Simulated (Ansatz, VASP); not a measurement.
Two plane-wave programs on PtS2

INCAR

```
SYSTEM = PtS2
  PREC = Accurate
  ENCUT = 520
  EDIFF = 1E-6
  ISMEAR = 0
  SIGMA = 0.1
  LREAL = .False.
  LASPH = .True.
  NELM = 150
  ALGO = Normal
  ISIF = 2
  LWAVE = .False.
  LCHARG = .False.
  ISPIN = 2
  MAGMOM = 1 0 0
  LORBIT = 11
  LMAXMIX = 4
  GGA = PE
  NBANDS = 22
```

Contents of KPOINTS:

```
Automatic mesh
0
Gamma
  4 4 6
  0 0 0
```

Contents of POSCAR:

```
PtS2
1.0
    2.4869400116     -4.1408128375      0.0000000000
    2.4869400116      4.1408128375      0.0000000000
    0.0000000000      0.0000000000      2.7685401087
Pt S
1 2
Direct
    0.5000000000      0.5000000000      0.5000000000
    0.0000000000      0.5000000000      0.5000000000
    0.5000000000      0.0000000000      0.5000000000
```

Input for Ansatz:

```yaml
crystal:
  lattice:
    - [2.4869400116, -4.1408128375, 0.0]
    - [2.4869400116, 4.1408128375, 0.0]
    - [0.0, 0.0, 2.7685401087]
  atoms:
    - { symbol: Pt, position: [0.5, 0.5, 0.5], spin: 1.0 }
    - { symbol: S, position: [0.0, 0.5, 0.5] }
    - { symbol: S, position: [0.5, 0.0, 0.5] }
basis:
  ecutwfc: 420
kpoints:
  mp_grid: { grid: [4, 4, 6] }
hamiltonian:
  xc: pbe
scf:
  occupations: { method: gaussian, width: 0.1 }
  lower_state_search: "off"
output:
  forces: true
  stress: true
  eigenvalues: true
  populations: true
magnetization:
  spin_polarized: true
```

Alike in both runs: task single point; functional PBE; k mesh 4 × 4 × 6; occupations gaussian, width 0.1 eV; collinear spin.

|  | VASP | Ansatz |
| --- | --- | --- |
| version | VASP 6.6.1 | Ansatz 0.2.0 |
| potentials or method | VASP PAW PBE potentials, release 64 (Pt, S), cutoff 520 eV | scalar-relativistic, plane waves, PAW |
| valence electrons in the cell | 22 | 30 |

VASP gave:

* gap on the k mesh at the Fermi level (eV): none
* pressure (GPa): -0.2
* traceless stress, the component that is largest in VASP (GPa): 0.15
* net moment per atom (μB): 0.00

Q: Estimate Ansatz's values.

A: gap on the k mesh at the Fermi level (eV): none; pressure (GPa): 0.0; traceless stress, the component that is largest in VASP (GPa): 0.18; net moment per atom (μB): 0.00.

A gap of «none» marks a metal or a gap that the smearing closes. VASP's potentials hold 22 valence electrons a cell and Ansatz's 30, so a difference there can come from the potentials and not from the codes. Ansatz's warnings: seeded moment not kept.

The k mesh is coarse, so the values compare programs but aren't converged. Neither program's run includes spin-orbit coupling.
